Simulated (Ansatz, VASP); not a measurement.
# One calculation of CaMg, two programs

```
Ca Mg
1.0
     3.85827    0.00000    0.00000
     0.00000    3.85827    0.00000
     0.00000    0.00000    3.85827
Ca Mg
1 1
Direct
  0.01710 0.00000 0.00000
  0.47180 0.50000 0.50000
```

Change from the starting cell: mode 4 frozen in at -0.109 Å, equal normal strain along x, y and z +0.0000.

Alike in both runs: task single point; functional LDA; k mesh 12 × 12 × 12; occupations gaussian, width 0.15 eV; no spin polarisation.

|  | VASP | Ansatz |
| --- | --- | --- |
| version | VASP 6.6.1 | Ansatz 0.2.0 |
| potentials or method | VASP PAW LDA potentials, release 64 (Ca_sv, Mg), cutoff 520 eV | scalar-relativistic, plane waves, PAW |
| valence electrons in the cell | 12 | 20 |

```tsv
	VASP	Ansatz	Ansatz less VASP
gap on the k mesh at the Fermi level (eV)	none	none	-
pressure (GPa)	0.1	0.2	+0.13
traceless stress, the component that is largest in VASP (GPa)	-0.23	-0.22	+0.005
rms of the force components (eV/Å)	0.254	0.250	-0.0044
```

LDA's correlation is that of Perdew and Zunger in VASP and of Perdew and Wang (1992) in Ansatz. Atom by atom the forces differ by 0.004 eV/Å (rms over components). A gap of «none» marks a metal or a gap that the smearing closes. VASP's potentials hold 12 valence electrons a cell and Ansatz's 20, so a difference there can come from the potentials and not from the codes.
